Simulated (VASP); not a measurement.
# Re (Fd-3m) in VASP: single point with PBEsol

Aim: the single point of Re with PBEsol.

All numbers are computed with VASP 6.6.1; they aren't measurements. Logs are shortened: lines on timing, memory, paths and dates and some standing lists are left out, and cuts for length are marked.

**1. The cell of the first run**

It takes space group Fd-3m (No. 227, cubic). Conventional cell: a = 5.593 Å, b = 5.593 Å, c = 5.593 Å, α = 90.00°, β = 90.00°, γ = 90.00°. Within 3.2 Å of Re (site symmetry -43m) lie 4 Re at 2.42 Å.

**2. Single point, PBEsol**

INCAR

```
SYSTEM = Re
  ALGO = Normal
  EDIFF = 1E-7
  ENCUT = 520
  GGA = PS
  ISIF = 2
  ISMEAR = -1
  LASPH = .True.
  LCHARG = .False.
  LREAL = .False.
  LWAVE = .False.
  NBANDS = 14
  NELM = 100
  PREC = Accurate
  SIGMA = 0.13605693000000002
```

KPOINTS

```
k-points
0
Gamma
  8 8 8
  0 0 0
```

POSCAR

```
Re
1.0
    0.0000000000      2.7966371192      2.7966371192
    2.7966371192      0.0000000000      2.7966371192
    2.7966371192      2.7966371192      0.0000000000
Re
2
Direct
    0.0000000000      0.0000000000      0.0000000000
    0.2500000000      0.2500000000      0.2500000000
```

Potentials or basis: VASP PAW PBE potentials, release 64 (Re).

The run is started by

```bash
cat potpaw_PBE.64/Re/POTCAR > POTCAR
mpirun -np 1 vasp_std > vasp.out
```

OUTCAR:

```text
SYSTEM = Re
   EDIFF = 1E-7
   ENCUT = 520
   GGA = PS
   ISIF = 2
   ISMEAR = -1
   LASPH = .True.
   LREAL = .False.
   NELM = 100
   PREC = Accurate

 ion  position               nearest neighbor table
   1  0.000  0.000  0.000-   2 2.42   2 2.42   2 2.42   2 2.42
   2  0.250  0.250  0.250-   1 2.42   1 2.42   1 2.42   1 2.42

  LATTYP: Found a face centered cubic cell.
 ALAT       =     5.5932742384

  Lattice vectors:

 A1 = (   0.0000000000,   2.7966371192,   2.7966371192)
 A2 = (   2.7966371192,   0.0000000000,   2.7966371192)
 A3 = (   2.7966371192,   2.7966371192,   0.0000000000)

Analysis of symmetry for initial positions (statically):
=====================================================================
 Subroutine PRICEL returns:
 Original cell was already a primitive cell.

 Routine SETGRP: Setting up the symmetry group for a
 face centered cubic supercell.

 Subroutine GETGRP returns: Found 48 space group operations
 (whereof 24 operations were pure point group operations)
 out of a pool of 48 trial point group operations.

The static configuration has the point symmetry T_d .
 The point group associated with its full space group is O_h .

Analysis of symmetry for dynamics (positions and initial velocities):
=====================================================================
 Subroutine PRICEL returns:
 Original cell was already a primitive cell.

 Routine SETGRP: Setting up the symmetry group for a
 face centered cubic supercell.

 Subroutine GETGRP returns: Found 48 space group operations
 (whereof 24 operations were pure point group operations)
 out of a pool of 48 trial point group operations.

The dynamic configuration has the point symmetry T_d .
 The point group associated with its full space group is O_h .

 Subroutine INISYM returns: Found 48 space group operations
 (whereof 24 operations are pure point group operations),
 and found     1 'primitive' translations

----------------------------------------------------------------------------------------

                                     Primitive cell

  volume of cell :      43.7460

  direct lattice vectors                    reciprocal lattice vectors
     0.000000000  2.796637119  2.796637119    -0.178786156  0.178786156  0.178786156
     2.796637119  0.000000000  2.796637119     0.178786156 -0.178786156  0.178786156
     2.796637119  2.796637119  0.000000000     0.178786156  0.178786156 -0.178786156

  length of vectors
     3.955042143  3.955042143  3.955042143     0.309666706  0.309666706  0.309666706

  position of ions in fractional coordinates (direct lattice)
     0.000000000  0.000000000  0.000000000
     0.250000000  0.250000000  0.250000000

  ion indices of the primitive-cell ions
   primitive index   ion index
                 1           1
                 2           2

----------------------------------------------------------------------------------------

 KPOINTS: k-points

Automatic generation of k-mesh.
 Grid dimensions read from file:
 generate k-points for:    8    8    8

 Generating k-lattice:

  Cartesian coordinates                     Fractional coordinates (reciprocal lattice)
    -0.022348269  0.022348269  0.022348269     0.125000000  0.000000000  0.000000000
     0.022348269 -0.022348269  0.022348269     0.000000000  0.125000000  0.000000000
     0.022348269  0.022348269 -0.022348269     0.000000000  0.000000000  0.125000000

  Length of vectors
     0.038708338  0.038708338  0.038708338

  Shift w.r.t. Gamma in fractional coordinates (k-lattice)
     0.000000000  0.000000000  0.000000000

 Subroutine IBZKPT returns following result:
 ===========================================

 Found     29 irreducible k-points:

 Following reciprocal coordinates:
            Coordinates               Weight
  0.000000  0.000000  0.000000      1.000000
  0.125000  0.000000  0.000000      8.000000
  0.250000  0.000000  0.000000      8.000000
  0.375000  0.000000  0.000000      8.000000
  0.500000  0.000000  0.000000      4.000000
  0.125000  0.125000  0.000000      6.000000
[... 16 lines left out ...]
  0.500000  0.250000  0.125000     48.000000
 -0.375000  0.250000  0.125000     24.000000
 [... further k-points ...]
   k-points           NKPTS =     29   k-points in BZ     NKDIM =     29   number of bands    NBANDS=     14
   number of dos      NEDOS =    301   number of ions     NIONS =      2
   total plane-waves  NPLWV =  27000
   dimension x,y,z NGX =    30 NGY =   30 NGZ =   30
   dimension x,y,z NGXF=    60 NGYF=   60 NGZF=   60
   ions per type =               2
   NGX,Y,Z   is equivalent  to a cutoff of  12.61, 12.61, 12.61 a.u.
   NGXF,Y,Z  is equivalent  to a cutoff of  25.22, 25.22, 25.22 a.u.
 SYSTEM =  Re
   PREC   = accura    normal or accurate (medium, high low for compatibility)
   ISTART =      0    job   : 0-new  1-cont  2-samecut
   ICHARG =      2    charge: 1-file 2-atom 10-const
   ISPIN  =      1    spin polarized calculation?
   LNONCOLLINEAR =      F non collinear calculations
   LSORBIT =      F    spin-orbit coupling
   LASPH  =      T    aspherical Exc in radial PAW
   ENCUT  =  520.0 eV  38.22 Ry    6.18 a.u.   7.35  7.35  7.35*2*pi/ulx,y,z
   NELM   =    100;   NELMIN=  2; NELMDL= -5     # of ELM steps
   EDIFF  = 0.1E-06   stopping-criterion for ELM
   LREAL  =      F    real-space projection
   EDIFFG = 0.1E-05   stopping-criterion for IOM
   NSW    =      0    number of steps for IOM
   IBRION =     -1    ionic relax: 0-MD 1-quasi-New 2-CG
   NFREE  =      0    steps in history (QN), initial steepest desc. (CG)
   ISIF   =      2    stress and relaxation
   ISYM   =      2    0-nonsym 1-usesym 2-fastsym
   POTIM  = 0.5000    time-step for ionic-motion
   TEBEG  =    0.0;   TEEND  =   0.0 temperature during run
   PSTRESS=    0.0 pullay stress
   NELECT =      14.0000    total number of electrons
   NUPDOWN=      -1.0000    fix difference up-down
   EMIN   =  10.00;   EMAX   =-10.00  energy-range for DOS
   EFERMI =   0.00;   METHOD = LEGACY
   ISMEAR =    -1;   SIGMA  =   0.14  broadening in eV -4-tet -1-fermi 0-gaus
   EFERMI_NEDOS =   21; number of points for ismear=-14 and -15
   IALGO  =     38    algorithm
   IMIX   =      4    mixing-type and parameters
     AMIX     =   0.40;   BMIX     =  1.00
     AMIX_MAG =   1.60;   BMIX_MAG =  1.00
  volume/ion in A,a.u.               =      21.87       147.61
  Fermi-wavevector in a.u.,A,eV,Ry     =   1.119794  2.116103 17.060864  1.253938
  Thomas-Fermi vector in A             =   2.256436
   LORBIT       =      0    0 simple, 1 ext, 2 COOP (PROOUT), +10 PAW based schemes
   GGA     = PS    functional components
   LHFCALC =     F    Hartree Fock is set to
   AEXX    =    0.0000 exact exchange contribution
   IVDW    =     0    specifies the selected vdW correction
   LEPSILON=     F    determine dielectric tensor
   LRPA    =     F    only Hartree local field effects (RPA)
 non-spin polarized calculation
  energy-cutoff  :      520.00
  volume of cell :       43.75
 maximum number of plane-waves:      1243
 NGX is ok and might be reduce to    30
   NGX = 15   NGY = 15   NGZ = 15

 number of electron      14.0000001 magnetization

 Free energy of the ion-electron system (eV)
  ---------------------------------------------------
  ext. energy  EPLUGINS =         0.00000000
  ---------------------------------------------------
  free energy    TOTEN  =       -23.28053889 eV

  energy without entropy =      -23.20000701  energy(sigma->0) =      -23.24027295

 E-fermi :   3.5588     XC(G=0): -11.2791

 val. band max:        3.5310304160   @ k =  -0.3750   0.2500   0.1250
 cond. band min:       3.7439035985   @ k =  -0.3750   0.3750   0.1250
 fundamental gap:      0.2128731825
 Fermi energy:         3.5587619327

 k-point     1 :       0.0000    0.0000    0.0000
  band No.  band energies     occupation
      1      -3.4786      2.00000
      2       0.4007      2.00000
      3       0.4007      2.00000
      4       1.2254      2.00000
      5       1.2254      2.00000
      6       1.2254      2.00000
      7       4.1763      0.02114
      8       4.1763      0.02114
      9       4.1763      0.02114
     10       7.7895      0.00000
     11       7.7895      0.00000
     12      14.7739      0.00000
     13      15.0883      0.00000
     14      16.3925      0.00000

 k-point     2 :       0.1250    0.0000    0.0000
  band No.  band energies     occupation
      1      -3.1871      2.00000
      2       0.2733      2.00000
      3       0.2733      2.00000
      4       1.1811      2.00000
      5       1.4719      2.00000
      6       1.4719      2.00000
      7       3.7773      0.33426
      8       4.1391      0.02770
      9       4.1391      0.02770
     10       7.7486      0.00000
     11       7.7486      0.00000
     12      14.1129      0.00000
     13      14.9898      0.00000
     14      16.4728      0.00000

 k-point     3 :       0.2500    0.0000    0.0000
  band No.  band energies     occupation
      1      -2.3923      2.00000
      2       0.2144      2.00000
      3       0.2144      2.00000
      4       1.0824      2.00000
      5       1.6669      2.00000
      6       1.6669      2.00000
      7       2.9658      1.97472
      8       4.2794      0.00997
      9       4.2794      0.00997
     10       7.5792      0.00000
     11       7.5792      0.00000
     12      11.7237      0.00000
     13      13.8218      0.00000
     14      15.6015      0.00000
[... 324 lines left out ...]
 k-point    23 :       0.5000    0.2500    0.1250
  band No.  band energies     occupation
      1      -0.7842      2.00000
      2      -0.2821      2.00000
      3       0.3046      2.00000
      4       1.0424      2.00000
      5       1.2919      2.00000
      6       2.1584      1.99993
      7       2.9919      1.96946
      8       4.3567      0.00566
      9       5.3124      0.00001
     10       6.0968      0.00000
     11       7.8680      0.00000
     12       8.9225      0.00000
     13      11.0052      0.00000
     14      12.2693      0.00000

 k-point    24 :      -0.3750    0.2500    0.1250
  band No.  band energies     occupation
      1      -0.3089      2.00000
      2      -0.2865      2.00000
      3       0.2064      2.00000
      4       0.8560      2.00000
      5       1.6724      2.00000
      6       1.7687      2.00000
      7       3.5310      1.10156
      8       4.2469      0.01264
      9       5.0352      0.00004
     10       6.8425      0.00000
     11       7.3634      0.00000
     12       7.7645      0.00000
     13      10.8545      0.00000
     14      11.6350      0.00000

 [... further k-points ...]
[... 5 lines left out ...]
  --------------------------------------------------------------------------------------
  -------------------------------------------------------------------------------------
  Total       -0.4470850     -0.4470850     -0.4470850      0.0000000     -0.0000000     -0.0000000
  in kB      -16.3742831    -16.3742831    -16.3742831      0.0000000     -0.0000000     -0.0000000
  external PRESSURE =     -16.3742831 kB  Pullay stress =       0.0000000 kB

 VOLUME and BASIS-vectors are now :
 -----------------------------------------------------------------------------
  energy-cutoff  :      520.00
  volume of cell :       43.75
      direct lattice vectors                 reciprocal lattice vectors
     0.000000000  2.796637119  2.796637119    -0.178786156  0.178786156  0.178786156
     2.796637119  0.000000000  2.796637119     0.178786156 -0.178786156  0.178786156
     2.796637119  2.796637119  0.000000000     0.178786156  0.178786156 -0.178786156

 POSITION                                       TOTAL-FORCE (eV/Angst)
 -----------------------------------------------------------------------------------
      0.00000      0.00000      0.00000         0.000000      0.000000     -0.000000
      1.39832      1.39832      1.39832        -0.000000     -0.000000      0.000000
 -----------------------------------------------------------------------------------
    total drift:                                0.000000     -0.000000      0.000000

  FREE ENERGIE OF THE ION-ELECTRON SYSTEM (eV)
  ---------------------------------------------------
  free  energy   TOTEN  =       -23.2805388859 eV

  energy  without entropy=      -23.2000070057  energy(sigma->0) =      -23.24027295
```

It took 14 s on 1 thread of Intel Xeon Platinum 8559C (Emerald Rapids), shared host; peak memory 0.16 GiB.

Results:

| Item | Value |
| --- | --- |
| Free energy | -23.2805 eV |
| Pressure | -1.6 GPa |
| Band gap on the k mesh | zero (band 7 reaches 4.18 eV, above the bottom of band 8 at 2.69 eV) |

Caveat: the PAW data sets were made with another functional, which shifts forces and pressure a little; spin-orbit coupling is left out, which moves the levels of the heavy elements.
